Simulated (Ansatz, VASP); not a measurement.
# InSb: VASP beside Ansatz

```
In Sb
1.0
     0.00000    3.28769    3.23910
     3.28769    0.00000    3.23910
     3.28769    3.28769    0.00000
In Sb
1 1
Direct
  0.00000 0.00000 0.00000
  0.75000 0.75000 0.75000
```

Change from the starting cell: strain +0.015 along x and y, +0.000 along z, atoms carried along.

Alike in both runs: task single point; functional PBE; k mesh 12 × 12 × 12; occupations gaussian, width 0.15 eV; no spin polarisation.

|  | VASP | Ansatz |
| --- | --- | --- |
| version | VASP 6.6.1 | Ansatz 0.2.0 |
| potentials or method | VASP PAW PBE potentials, release 64 (In_d, Sb), cutoff 520 eV | scalar-relativistic, plane waves, PAW |
| valence electrons in the cell | 18 | 28 |

|  | VASP | Ansatz | Ansatz less VASP |
| --- | --- | --- | --- |
| pressure (GPa) | 1.7 | 1.7 | +0.03 |
| traceless stress, the component that is largest in VASP (GPa) | 0.25 | 0.25 | 0.000 |

VASP's potentials hold 18 valence electrons a cell and Ansatz's 28, so a difference there can come from the potentials and not from the codes.

Spin-orbit coupling is off throughout.
